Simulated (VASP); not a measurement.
Wanted: the native input for a VASP 6.6.1 run.

```yaml
Task: single point
Functional: PBE
Potentials_or_basis: VASP PAW PBE potentials, release 64 (Nd_3, Cd, C), 4f in core
Cutoff: 600 eV
k_mesh: 6 × 6 × 4
Occupations: gaussian, width 0.1 eV
Spin: no spin polarisation
Dipole_correction: no
Mended: yes
Further_INCAR_settings: ALGO = Normal; EDIFF = 1e-06; NBANDS = 20
```

The structure of NdCdC lies in POSCAR:

```
NdCdC
1.0
    3.9672196591      0.0000000027      0.0000000000
   -1.9836098319      3.4357130058      0.0000000000
    0.0000000000      0.0000000000      4.1894694046
Nd Cd C
1 1 1
Direct
    0.0000000000      0.0000000000      0.0000000000
    0.6666666667      0.3333333333      0.5000000000
    0.3333333333      0.6666666667      0.5000000000
```

The cell was built from a structure type or drawn by symmetry, and may not be a known phase.

These files were run (other wordings do the same):

INCAR

```
  PREC = Accurate
  ENCUT = 600
  EDIFF = 1E-6
  ISMEAR = 0
  SIGMA = 0.1
  LREAL = False
  LASPH = True
  NELM = 200
  ALGO = Normal
  ISIF = 2
  LWAVE = False
  LCHARG = True
  GGA = PE
  LELF = True
  LVHAR = True
  NBANDS = 20
  GGA_COMPAT = False
  LMAXMIX = 6
```

KPOINTS

```
regular mesh
0
Gamma
  6 6 4
```

Potentials or basis: VASP PAW PBE potentials, release 64 (Nd_3, Cd, C), 4f in core.

Launch:

```console
$ cat potpaw_PBE.64/Nd_3/POTCAR potpaw_PBE.64/Cd/POTCAR potpaw_PBE.64/C/POTCAR > POTCAR
$ mpirun -np 1 vasp_std > vasp.out
```

Results of the run:

```
Pressure               : 0.6 GPa
Band gap on the k mesh : zero (an odd number of electrons rules out a gap without spin polarisation)
```

Caveat: the k points lie up to 0.37 Å⁻¹ apart, too coarse for converged energies and pressures of a metal; spin-orbit coupling is left out, which moves the levels of the heavy elements; the 4f electrons are frozen in the core, so they carry no moment and show no levels.

Wall time 25 s on 1 thread of AMD EPYC 7R13 Processor (Zen 3), on a shared host, peak memory 0.18 GiB.
